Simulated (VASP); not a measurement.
Input of a VASP 6.6.1 run:

INCAR

```
SYSTEM = K
ALGO = Normal
EDIFF = 1E-6
ENCUT = 500
GGA = PS
GGA_COMPAT = .False.
ISIF = 2
ISMEAR = 1
IVDW = 12
LASPH = .True.
LCHARG = .False.
LREAL = .False.
LWAVE = .False.
NBANDS = 10
NELM = 120
PREC = Accurate
SIGMA = 0.05
```

Contents of KPOINTS:

```
k-points
0
Gamma
  6 6 6
  0 0 0
```

Contents of POSCAR:

```
K
1.0
    0.0000000000      2.5600457894      2.5600457894
    2.5600457894      0.0000000000      2.5600457894
    2.5600457894      2.5600457894      0.0000000000
K
1
Direct
    0.0000000000      0.0000000000      0.0000000000
```

Potentials or basis: VASP PAW PBE potentials, release 64 (K_sv).

Command:

```console
$ cat potpaw_PBE.64/K_sv/POTCAR > POTCAR
$ mpirun -np 1 vasp_std > vasp.out
```

Question: Estimate the pressure.

Answer: 10.0 GPa.

Question: Estimate the dispersion energy per atom.

Answer: -0.278 eV.

Question: Predict the band gap on the k mesh.

Answer: Zero (an odd number of electrons rules out a gap without spin polarisation).

Caveat: three body term missing; the cell stands under pressure; the PAW data sets were made with another functional, which shifts forces and pressure a little.
